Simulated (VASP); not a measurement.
Write the native input for VASP 6.6.1 that does the following.

- Task: single point
- Functional: PBE
- Potentials or basis: VASP PAW PBE potentials, release 64 (Nb_sv, B)
- Cutoff: 520 eV
- k mesh: 14 × 14 × 14
- Occupations: gaussian, width 0.1 eV
- Spin: no spin polarisation
- Dipole correction: no
- Further INCAR settings: ALGO = Normal; EDIFF = 1e-06; NBANDS = 19

The structure of NbB3 lies in POSCAR:

```
NbB3
1.0
    3.3157768495      0.0000000000      0.0000000000
    0.0000000000      3.3157768495      0.0000000000
    0.0000000000      0.0000000000      3.3157768495
Nb B
1 3
Direct
    0.0000000000      0.0000000000      0.0000000000
    0.0000000000      0.5000000000      0.5000000000
    0.5000000000      0.0000000000      0.5000000000
    0.5000000000      0.5000000000      0.0000000000
```

One way to write it, as run:

INCAR

```
PREC = Accurate
ENCUT = 520
EDIFF = 1E-6
ISMEAR = 0
SIGMA = 0.1
LREAL = F
LASPH = T
NELM = 80
ALGO = Normal
ISIF = 2
LWAVE = F
LCHARG = T
GGA = PE
LELF = T
LVHAR = T
NBANDS = 19
```

KPOINTS

```
Automatic mesh
0
Gamma
  14 14 14
```

Potentials or basis: VASP PAW PBE potentials, release 64 (Nb_sv, B).

Command:

```console
$ cat potpaw_PBE.64/Nb_sv/POTCAR potpaw_PBE.64/B/POTCAR > POTCAR
$ mpirun -np 1 vasp_std > vasp.out
```

Results of the run:

```yaml
Pressure: -0.4 GPa
Band_gap_on_the_k_mesh: zero (band 11 reaches 11.78 eV, above the bottom of band 12 at 9.90 eV)
```

It took 2.6 min on 1 thread of AMD EPYC 7R13 (shared host), peak memory 0.18 GiB.
